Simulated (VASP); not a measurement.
Here is a VASP 6.6.1 calculation.

The input POSCAR:

```
GdO
1.0
    0.0000000000      2.6635090403      2.6635090403
    2.6635090403      0.0000000000      2.6635090403
    2.6635090403      2.6635090403      0.0000000000
Gd O
1 1
Direct
    0.0000000000      0.0000000000      0.0000000000
    0.7500000000      0.7500000000      0.7500000000
```

INCAR.step1

```
SYSTEM = GdO
  PREC = Accurate
  ENCUT = 520
  ISMEAR = -1
  SIGMA = 0.05
  LREAL = .FALSE.
  LASPH = .TRUE.
  NELM = 150
  ISPIN = 2
  MAGMOM = 7 0
  LMAXMIX = 6
  NBANDS = 23
  GGA = PE
  ALGO = Normal
  EDIFF = 1E-4
  LWAVE = .TRUE.
  LCHARG = .FALSE.
```

INCAR.step2

```
SYSTEM = GdO
  PREC = Accurate
  ENCUT = 520
  EDIFF = 1E-6
  ISMEAR = -1
  SIGMA = 0.05
  LREAL = .FALSE.
  LASPH = .TRUE.
  NELM = 150
  ALGO = Normal
  ISIF = 2
  LWAVE = .FALSE.
  LCHARG = .FALSE.
  ISPIN = 2
  MAGMOM = 7 0
  LORBIT = 11
  LMAXMIX = 6
  METAGGA = R2SCAN
  LMIXTAU = .TRUE.
  NBANDS = 23
  ISTART = 1
```

The input KPOINTS:

```
regular mesh
0
G
  9 9 9
  0 0 0
```

Potentials or basis: VASP PAW PBE potentials, release 64 (Gd, O).

The run is started by

```console
$ cat potpaw_PBE.64/Gd/POTCAR potpaw_PBE.64/O/POTCAR > POTCAR
$ cp INCAR.step1 INCAR
$ mpirun -np 1 vasp_std > vasp.out
$ cp INCAR.step2 INCAR
$ mpirun -np 1 vasp_std > vasp.out
```

Q: Predict the net moment.

A: 7.94 μB per cell.

Q: Predict the pressure.

A: 2.0 GPa.

Caveat: the PAW data sets were made with another functional, which shifts forces and pressure a little; a cell with one magnetic atom can't hold antiferromagnetic order, which such compounds often take. The state reached can hang on the start; a lower one may exist.
